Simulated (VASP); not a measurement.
## Al: single point with BLYP

The system is Al.

```
CELL_PARAMETERS angstrom
2.75035 0.00000 0.00000
0.00000 2.75035 0.00000
0.00000 0.00000 2.75035
ATOMIC_POSITIONS crystal
Al 0.00000 0.00000 0.00000
```

This cell differs from its parent crystal: volume scaled by 0.96.

```json
{"Program": "VASP 6.6.1", "Task": "single point", "Functional": "BLYP", "Potentials or basis": "VASP PAW PBE potentials, release 64 (Al)", "Cutoff": "520 eV", "k mesh": "13 × 13 × 13", "Occupations": "fermi-dirac, width 0.1 eV", "Spin": "no spin polarisation", "Dipole correction": "no", "Further INCAR settings": "ALGO = Normal; EDIFF = 1e-06; NBANDS = 8"}
```

The pressure is 1.8 GPa.

Levels at points of the mesh, in eV from the Fermi level:
```tsv
k point	band 1	band 2	band 3	band 4	band 5	band 6
(0.00, 0.00, 0.00)	-9.33	7.91	7.91	8.84	8.84	8.84
```

Run time: 8.5 s on 1 thread of AMD EPYC 7R43 64-Core Processor (Zen 3), on a shared host, peak memory 0.08 GiB.

Caveat: the PAW data sets were made with another functional, which shifts forces and pressure a little.
